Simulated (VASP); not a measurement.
Runs of VASP 6.6.1 on C. The structure is that of space group Im-3m (No. 229), or close to it. The cells are those of the table. 

| cell | gap on the mesh (eV) | pressure (GPa) | largest force (eV/Å) |
| --- | --- | --- | --- |
| a = 4.182, b = 4.168, c = 4.168 Å, angles 109.3, 109.5, 109.5°, 8 atoms | 2.99 | 1.1 | 0.06 |
| a = 4.147, b = 4.203, c = 4.203 Å, angles 110.0, 109.5, 109.5°, 8 atoms | (c) | 1.1 | 0.10 |
| a = 4.189, b = 4.161, c = 4.161 Å, angles 109.2, 109.5, 109.5°, 8 atoms | (a) | 1.1 | 0.07 |
| a = 4.210, b = 4.140, c = 4.140 Å, angles 108.8, 109.5, 109.5°, 8 atoms | 2.82 | 1.1 | (b) |
| a = 4.196, b = 4.154, c = 4.154 Å, angles 109.1, 109.5, 109.5°, 8 atoms | 2.91 | 1.1 | 0.09 |
| a = 4.217, b = 4.133, c = 4.133 Å, angles 108.7, 109.5, 109.5°, 8 atoms | 2.78 | 1.2 | 0.12 |
| a = 4.224, b = 4.126, c = 4.126 Å, angles 108.5, 109.5, 109.5°, 8 atoms | 2.74 | 1.2 | 0.13 |
| a = 4.119, b = 4.231, c = 4.231 Å, angles 110.5, 109.5, 109.5°, 8 atoms | 2.70 | 1.2 | 0.14 |

Alike in all rows: task single point; level LDA; potentials or basis VASP PAW LDA potentials, release 64 (C); no spin polarisation; k mesh 8 × 8 × 8; cutoff (eV) 520; smearing gaussian 0.05 eV.

Question: Fill in the values left out.

Answer: (a) 2.95; (b) 0.11; (c) 2.86.

A k mesh can miss the band edges.
